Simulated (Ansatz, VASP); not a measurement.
# One calculation of Au, two programs

```
Au
1.0
     2.74841    0.00000    0.00000
     0.00000    2.74841    0.00000
     0.00000    0.00000    2.74841
Au
1
Direct
  0.50000 0.50000 0.50000
```

Alike in both runs: task relaxation of cell and atoms; functional HSE06; k mesh 5 × 5 × 5; occupations fermi-dirac, width 0.05 eV; no spin polarisation.

|  | VASP | Ansatz |
| --- | --- | --- |
| version | VASP 6.6.1 | Ansatz 0.2.0 |
| potentials or method | VASP PAW PBE potentials, release 64 (Au) | Ansatz PAW |
| plane-wave cutoff (eV) | 600 | 420 |
| valence electrons in the cell | 11 | 19 |

Ansatz gave:

| Item | Value |
| --- | --- |
| gap on the k mesh at the Fermi level, each at its own relaxed structure (eV) | none |
| relaxed volume (Å³/atom) | 20.50 |
| relaxed length of the cell vector where the two differ most in proportion (Å) | 2.737 |

**Question.** What did VASP give for the same quantities?

**Answer.** gap on the k mesh at the Fermi level, each at its own relaxed structure (eV): none; relaxed volume (Å³/atom): 20.53; relaxed length of the cell vector where the two differ most in proportion (Å): 2.738.

A gap of «none» marks a metal or a gap that the smearing closes. VASP's potentials hold 11 valence electrons a cell and Ansatz's 19, so a difference there can come from the potentials and not from the codes.

The k mesh is coarse, so the values compare programs but aren't converged. Neither program's run includes spin-orbit coupling. Noted on Ansatz's run: the plane-wave basis is chosen anew once the cell has moved, so the energies of steps on either side of that aren't comparable.
